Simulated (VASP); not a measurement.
# W (Cmcm) in VASP: a series of runs

The runs below take W through single point, with LDA.

All numbers are computed with VASP 6.6.1; they aren't measurements. Logs are shortened: lines on timing, memory, paths and dates and some standing lists are left out, and cuts for length are marked.

## (1) The cell of the first run

The structure is orthorhombic, space group Cmcm (No. 63). Conventional cell: a = 3.973 Å, b = 3.973 Å, c = 3.973 Å, α = 90.00°, β = 90.00°, γ = 90.00°. Within 3.6 Å of W (site symmetry m2m) lie 12 W at 2.70 to 2.93 Å.

## (2) Single point, LDA (atoms displaced along a vibrational mode)

INCAR

```
SYSTEM = W
  PREC = Accurate
  ENCUT = 500
  EDIFF = 1E-6
  ISMEAR = 0
  SIGMA = 0.15
  LREAL = .FALSE.
  LASPH = .TRUE.
  NELM = 120
  ALGO = Normal
  ISIF = 2
  LWAVE = .FALSE.
  LCHARG = .FALSE.
  GGA = CA
  NBANDS = 21
  GGA_COMPAT = .FALSE.
```

KPOINTS

```
Automatic mesh
0
G
  16 16 12
  0 0 0
```

POSCAR

```
W
1.0
    0.0000000000     -1.9864787844     -1.9864787844
    0.0000000000      1.9864787844     -1.9864787844
    3.9729575688      0.0000000000      0.0000000000
W
2
Direct
    0.5203374938      0.4796625062      0.5000000000
   -0.0203374938      0.0203374938      0.0000000000
```

Potentials or basis: VASP PAW LDA potentials, release 64 (W_sv).

Command:

```bash
$ cat potpaw_LDA.64/W_sv/POTCAR > POTCAR
$ mpirun -np 1 vasp_std > vasp.out
```

OUTCAR:

```text
SYSTEM = W
   PREC = Accurate
   ENCUT = 500
   EDIFF = 1E-6
   ISMEAR = 0
   LREAL = .FALSE.
   LASPH = .TRUE.
   NELM = 120
   ISIF = 2
   GGA = CA

 ion  position               nearest neighbor table
   1  0.520  0.480  0.500-   2 2.70   2 2.70   2 2.81   2 2.81   2 2.81   2 2.81   2 2.93   2 2.93

   2  0.980  0.020  0.000-   1 2.70   1 2.70   1 2.81   1 2.81   1 2.81   1 2.81   1 2.93   1 2.93

  LATTYP: Found a simple tetragonal cell.
 ALAT       =     2.8093052383
 C/A-ratio  =     1.4142135624

  Lattice vectors:

 A1 = (   0.0000000000,  -1.9864787844,  -1.9864787844)
 A2 = (   0.0000000000,   1.9864787844,  -1.9864787844)
 A3 = (   3.9729575688,   0.0000000000,   0.0000000000)

Analysis of symmetry for initial positions (statically):
=====================================================================
 Subroutine PRICEL returns:
 Original cell was already a primitive cell.

 Routine SETGRP: Setting up the symmetry group for a
 simple tetragonal supercell.

 Subroutine GETGRP returns: Found  8 space group operations
 (whereof  4 operations were pure point group operations)
 out of a pool of 16 trial point group operations.

The static configuration has the point symmetry C_2v.
 The point group associated with its full space group is D_2h.

Analysis of symmetry for dynamics (positions and initial velocities):
=====================================================================
 Subroutine PRICEL returns:
 Original cell was already a primitive cell.

 Routine SETGRP: Setting up the symmetry group for a
 simple tetragonal supercell.

 Subroutine GETGRP returns: Found  8 space group operations
 (whereof  4 operations were pure point group operations)
 out of a pool of 16 trial point group operations.

The dynamic configuration has the point symmetry C_2v.
 The point group associated with its full space group is D_2h.

 Subroutine INISYM returns: Found  8 space group operations
 (whereof  4 operations are pure point group operations),
 and found     1 'primitive' translations

----------------------------------------------------------------------------------------

                                     Primitive cell

  volume of cell :      31.3554

  direct lattice vectors                    reciprocal lattice vectors
     0.000000000 -1.986478784 -1.986478784     0.000000000 -0.251701656 -0.251701656
     0.000000000  1.986478784 -1.986478784     0.000000000  0.251701656 -0.251701656
     3.972957569  0.000000000  0.000000000     0.251701656  0.000000000  0.000000000

  length of vectors
     2.809305238  2.809305238  3.972957569     0.355959896  0.355959896  0.251701656

  position of ions in fractional coordinates (direct lattice)
     0.520337494  0.479662506  0.500000000
     0.979662506  0.020337494  0.000000000

  ion indices of the primitive-cell ions
   primitive index   ion index
                 1           1
                 2           2

----------------------------------------------------------------------------------------

 KPOINTS: Automatic mesh

Automatic generation of k-mesh.
 Grid dimensions read from file:
 generate k-points for:   16   16   12

 Generating k-lattice:

  Cartesian coordinates                     Fractional coordinates (reciprocal lattice)
     0.000000000 -0.015731354 -0.015731354     0.062500000  0.000000000  0.000000000
     0.000000000  0.015731354 -0.015731354     0.000000000  0.062500000  0.000000000
     0.020975138  0.000000000  0.000000000     0.000000000  0.000000000  0.083333333

  Length of vectors
     0.022247493  0.022247493  0.020975138

  Shift w.r.t. Gamma in fractional coordinates (k-lattice)
     0.000000000  0.000000000  0.000000000

 Subroutine IBZKPT returns following result:
 ===========================================

 Found    511 irreducible k-points:

 Following reciprocal coordinates:
            Coordinates               Weight
  0.000000  0.000000  0.000000      1.000000
  0.062500  0.000000  0.000000      4.000000
  0.125000  0.000000  0.000000      4.000000
  0.187500  0.000000  0.000000      4.000000
  0.250000  0.000000  0.000000      4.000000
  0.312500  0.000000  0.000000      4.000000
[... 16 lines left out ...]
 -0.062500  0.437500  0.000000      4.000000
  0.500000  0.062500  0.000000      4.000000
 [... further k-points ...]
   k-points           NKPTS =    511   k-points in BZ     NKDIM =    511   number of bands    NBANDS=     21
   number of dos      NEDOS =    301   number of ions     NIONS =      2
   total plane-waves  NPLWV =  12000
   dimension x,y,z NGX =    20 NGY =   20 NGZ =   30
   dimension x,y,z NGXF=    40 NGYF=   40 NGZF=   60
   ions per type =               2
   NGX,Y,Z   is equivalent  to a cutoff of  11.84, 11.84, 12.55 a.u.
   NGXF,Y,Z  is equivalent  to a cutoff of  23.67, 23.67, 25.11 a.u.
 SYSTEM =  W
   PREC   = accura    normal or accurate (medium, high low for compatibility)
   ISTART =      0    job   : 0-new  1-cont  2-samecut
   ICHARG =      2    charge: 1-file 2-atom 10-const
   ISPIN  =      1    spin polarized calculation?
   LNONCOLLINEAR =      F non collinear calculations
   LSORBIT =      F    spin-orbit coupling
   LASPH  =      T    aspherical Exc in radial PAW
   ENCUT  =  500.0 eV  36.75 Ry    6.06 a.u.   5.12  5.12  7.24*2*pi/ulx,y,z
   NELM   =    120;   NELMIN=  2; NELMDL= -5     # of ELM steps
   EDIFF  = 0.1E-05   stopping-criterion for ELM
   LREAL  =      F    real-space projection
   EDIFFG = 0.1E-04   stopping-criterion for IOM
   NSW    =      0    number of steps for IOM
   IBRION =     -1    ionic relax: 0-MD 1-quasi-New 2-CG
   NFREE  =      0    steps in history (QN), initial steepest desc. (CG)
   ISIF   =      2    stress and relaxation
   ISYM   =      2    0-nonsym 1-usesym 2-fastsym
   POTIM  = 0.5000    time-step for ionic-motion
   TEBEG  =    0.0;   TEEND  =   0.0 temperature during run
   PSTRESS=    0.0 pullay stress
   NELECT =      28.0000    total number of electrons
   NUPDOWN=      -1.0000    fix difference up-down
   EMIN   =  10.00;   EMAX   =-10.00  energy-range for DOS
   EFERMI =   0.00;   METHOD = LEGACY
   ISMEAR =     0;   SIGMA  =   0.15  broadening in eV -4-tet -1-fermi 0-gaus
   EFERMI_NEDOS =   21; number of points for ismear=-14 and -15
   IALGO  =     38    algorithm
   IMIX   =      4    mixing-type and parameters
     AMIX     =   0.40;   BMIX     =  1.00
     AMIX_MAG =   1.60;   BMIX_MAG =  1.00
  volume/ion in A,a.u.               =      15.68       105.80
  Fermi-wavevector in a.u.,A,eV,Ry     =   1.576486  2.979127 33.814690  2.485310
  Thomas-Fermi vector in A             =   2.677312
   LORBIT       =      0    0 simple, 1 ext, 2 COOP (PROOUT), +10 PAW based schemes
   GGA     = CA    functional components
   LHFCALC =     F    Hartree Fock is set to
   AEXX    =    0.0000 exact exchange contribution
   IVDW    =     0    specifies the selected vdW correction
   LEPSILON=     F    determine dielectric tensor
   LRPA    =     F    only Hartree local field effects (RPA)
 non-spin polarized calculation
 Gauss-broadening in eV      SIGMA  =   0.15
  energy-cutoff  :      500.00
  volume of cell :       31.36
 maximum number of plane-waves:       830
   NGX = 11   NGY = 11   NGZ = 15

 number of electron      27.9999993 magnetization

 Free energy of the ion-electron system (eV)
  ---------------------------------------------------
  ext. energy  EPLUGINS =         0.00000000
  ---------------------------------------------------
  free energy    TOTEN  =       -27.18607462 eV

  energy without entropy =      -27.16132179  energy(sigma->0) =      -27.17369820

 E-fermi :  11.0037     XC(G=0): -13.8725

 val. band max:       11.0021949230   @ k =   0.1875   0.0625   0.2500
 cond. band min:      11.0052259241   @ k =   0.1250   0.1250   0.0000
 fundamental gap:      0.0030310010
 Fermi energy:        11.0037290683

 k-point     1 :       0.0000    0.0000    0.0000
  band No.  band energies     occupation
      1     -62.1270      2.00000
      2     -61.9383      2.00000
      3     -27.2355      2.00000
      4     -26.4379      2.00000
      5     -26.4255      2.00000
      6     -25.9587      2.00000
[... 13 lines left out ...]
     20      17.1623      0.00000
     21      23.3795      0.00000

 k-point     2 :       0.0625    0.0000    0.0000
  band No.  band energies     occupation
      1     -62.1236      2.00000
      2     -61.9383      2.00000
      3     -27.2215      2.00000
      4     -26.4575      2.00000
      5     -26.4241      2.00000
      6     -25.9841      2.00000
[... 13 lines left out ...]
     20      17.6762      0.00000
     21      22.6284      0.00000

 k-point     3 :       0.1250    0.0000    0.0000
  band No.  band energies     occupation
      1     -62.1137      2.00000
      2     -61.9384      2.00000
      3     -27.1802      2.00000
      4     -26.5257      2.00000
      5     -26.4066      2.00000
      6     -26.0778      2.00000
[... 13 lines left out ...]
     20      18.9489      0.00000
     21      21.3842      0.00000

 k-point     4 :       0.1875    0.0000    0.0000
  band No.  band energies     occupation
      1     -62.0984      2.00000
      2     -61.9391      2.00000
      3     -27.1141      2.00000
      4     -26.6255      2.00000
      5     -26.3810      2.00000
      6     -26.2195      2.00000
[... 13 lines left out ...]
     20      20.1830      0.00000
     21      20.4299      0.00000

 k-point     5 :       0.2500    0.0000    0.0000
  band No.  band energies     occupation
      1     -62.0791      2.00000
      2     -61.9412      2.00000
      3     -27.0270      2.00000
      4     -26.7375      2.00000
      5     -26.4204      2.00000
      6     -26.3147      2.00000
[... 13 lines left out ...]
     20      19.2204      0.00000
     21      21.9939      0.00000

 k-point     6 :       0.3125    0.0000    0.0000
  band No.  band energies     occupation
      1     -62.0577      2.00000
      2     -61.9453      2.00000
      3     -26.9247      2.00000
      4     -26.8411      2.00000
      5     -26.5858      2.00000
      6     -26.2811      2.00000
[... 13 lines left out ...]
     20      18.6518      0.00000
     21      23.5909      0.00000

 k-point     7 :       0.3750    0.0000    0.0000
  band No.  band energies     occupation
      1     -62.0366      2.00000
      2     -61.9518      2.00000
      3     -26.9172      2.00000
      4     -26.8156      2.00000
      5     -26.7416      2.00000
      6     -26.2367      2.00000
[... 13 lines left out ...]
     20      18.5285      0.00000
     21      24.1508      0.00000
[... 291 lines left out ...]
      1     -62.0342      2.00000
      2     -61.9508      2.00000
      3     -26.9196      2.00000
      4     -26.8077      2.00000
      5     -26.7476      2.00000
      6     -26.2571      2.00000
[... 13 lines left out ...]
     20      18.6585      0.00000
     21      24.1509      0.00000

 k-point    21 :      -0.0625    0.3750    0.0000
  band No.  band energies     occupation
      1     -62.0341      2.00000
      2     -61.9509      2.00000
      3     -26.9190      2.00000
      4     -26.8069      2.00000
      5     -26.7487      2.00000
      6     -26.2524      2.00000
[... 13 lines left out ...]
     20      18.6822      0.00000
     21      24.0597      0.00000

 k-point    22 :       0.4375    0.0625    0.0000
  band No.  band energies     occupation
      1     -62.0169      2.00000
      2     -61.9583      2.00000
      3     -26.9545      2.00000
      4     -26.8660      2.00000
      5     -26.7096      2.00000
      6     -26.3166      2.00000
[... 13 lines left out ...]
     20      18.6349      0.00000
     21      23.6676      0.00000

 k-point    23 :      -0.0625    0.4375    0.0000
  band No.  band energies     occupation
      1     -62.0168      2.00000
      2     -61.9584      2.00000
      3     -26.9540      2.00000
      4     -26.8666      2.00000
      5     -26.7089      2.00000
      6     -26.3173      2.00000
[... 13 lines left out ...]
     20      18.6538      0.00000
     21      23.6323      0.00000

 k-point    24 :       0.5000    0.0625    0.0000
  band No.  band energies     occupation
      1     -62.0093      2.00000
      2     -61.9625      2.00000
      3     -26.9445      2.00000
      4     -26.9294      2.00000
      5     -26.6620      2.00000
      6     -26.3597      2.00000
[... 13 lines left out ...]
     20      18.4838      0.00000
     21      23.5987      0.00000

 [... further k-points ...]

------------------------ aborting loop because EDIFF is reached ----------------------------------------

  FORCE on cell =-STRESS in cart. coord.  units (eV):
  Direction    XX          YY          ZZ          XY          YZ          ZX
  --------------------------------------------------------------------------------------
  -------------------------------------------------------------------------------------
  Total        0.9276752      0.1326630      0.8287046      0.0000000      0.0000000      0.0000000
  in kB       47.4017921      6.7787365     42.3446497      0.0000000      0.0000000      0.0000000
  external PRESSURE =      32.1750594 kB  Pullay stress =       0.0000000 kB

 VOLUME and BASIS-vectors are now :
 -----------------------------------------------------------------------------
  energy-cutoff  :      500.00
  volume of cell :       31.36
      direct lattice vectors                 reciprocal lattice vectors
     0.000000000 -1.986478784 -1.986478784     0.000000000 -0.251701656 -0.251701656
     0.000000000  1.986478784 -1.986478784     0.000000000  0.251701656 -0.251701656
     3.972957569  0.000000000  0.000000000     0.251701656  0.000000000  0.000000000

 POSITION                                       TOTAL-FORCE (eV/Angst)
 -----------------------------------------------------------------------------------
      1.98648     -0.08080     -1.98648         0.000000      0.608806      0.000000
      0.00000     -1.90568     -1.98648         0.000000     -0.608806      0.000000
 -----------------------------------------------------------------------------------
    total drift:                                0.000000      0.000000     -0.000000

  FREE ENERGIE OF THE ION-ELECTRON SYSTEM (eV)
  ---------------------------------------------------
  free  energy   TOTEN  =       -27.1860746202 eV

  energy  without entropy=      -27.1613217857  energy(sigma->0) =      -27.17369820
```

It took 2.9 min on 1 thread of Intel Xeon 8259CL, shared host; peak memory 0.33 GiB.

Results:

```yaml
Free_energy: -27.1861 eV
Pressure: 3.2 GPa
Largest_force: 0.609 eV/Å
Band_gap_on_the_k_mesh: zero (bands 14 and 15 overlap by 3.88 eV)
```

Forces in eV/Å, atoms in the order of the input:
```
W    0.000  0.609  0.000
W    0.000 -0.609  0.000
```

Caveat: the cell differs from its parent crystal (atoms displaced along a vibrational mode); the cell stands under pressure; spin-orbit coupling is left out, which moves the levels of the heavy elements.

## (3) Single point, LDA (atoms displaced along a vibrational mode)

INCAR

```
SYSTEM = W
PREC = Accurate
ENCUT = 500
EDIFF = 1E-6
ISMEAR = 0
SIGMA = 0.15
LREAL = .FALSE.
LASPH = .TRUE.
NELM = 120
ALGO = Normal
ISIF = 2
LWAVE = .FALSE.
LCHARG = .TRUE.
GGA = CA
LELF = .TRUE.
LVHAR = .TRUE.
NBANDS = 21
GGA_COMPAT = .FALSE.
```

KPOINTS is that of step 2.

POSCAR

```
W
1.0
    0.0000000000     -1.9864787844     -1.9864787844
    0.0000000000      1.9864787844     -1.9864787844
    3.9729575688      0.0000000000      0.0000000000
W
2
Direct
    0.5406749876      0.4593250124      0.5000000000
   -0.0406749876      0.0406749876      0.0000000000
```

Potentials or basis: VASP PAW LDA potentials, release 64 (W_sv).

Command:

```bash
$ cat potpaw_LDA.64/W_sv/POTCAR > POTCAR
$ mpirun -np 1 vasp_std > vasp.out
```

It took 3 min on 1 thread of Intel Xeon 8259CL, shared host; peak memory 0.33 GiB.

Results (log left out):

```
Free energy            : -27.0376 eV
Pressure               : 8.0 GPa
Largest force          : 1.242 eV/Å
Band gap on the k mesh : zero (bands 14 and 15 overlap by 3.79 eV)
```

Forces on the atoms (eV/Å):
```
W    0.000  1.242  0.000
W    0.000 -1.242  0.000
```

Stress tensor (GPa, compression positive):
```
13.13  0.00  0.00
 0.00  0.84  0.00
 0.00  0.00  9.93
```

Levels at points of the mesh, in eV from the Fermi level:
```tsv
k point	band 12	band 13	band 14	band 15	band 16	band 17
(0.00, 0.00, 0.00)	-1.09	-0.75	-0.35	2.16	3.01	3.49
(0.50, 0.00, 0.00)	-2.70	-1.59	-1.51	0.83	1.48	1.49
(0.50, 0.50, 0.00)	-4.59	2.41	3.42	5.00	5.11	5.87
(0.00, 0.00, 0.50)	-3.49	-0.59	-0.59	1.92	1.92	2.18
(0.50, 0.00, 0.50)	-1.34	-0.62	-0.62	0.97	0.97	4.61
(0.50, 0.50, 0.50)	-2.14	-1.99	-1.99	1.77	1.77	6.09
```

Caveat: the cell differs from its parent crystal (atoms displaced along a vibrational mode); the cell stands under pressure; spin-orbit coupling is left out, which moves the levels of the heavy elements; forces of over 1 eV/Å act on the atoms, so gaps and moduli don't describe the material at rest.

[end of part 1 of 2]
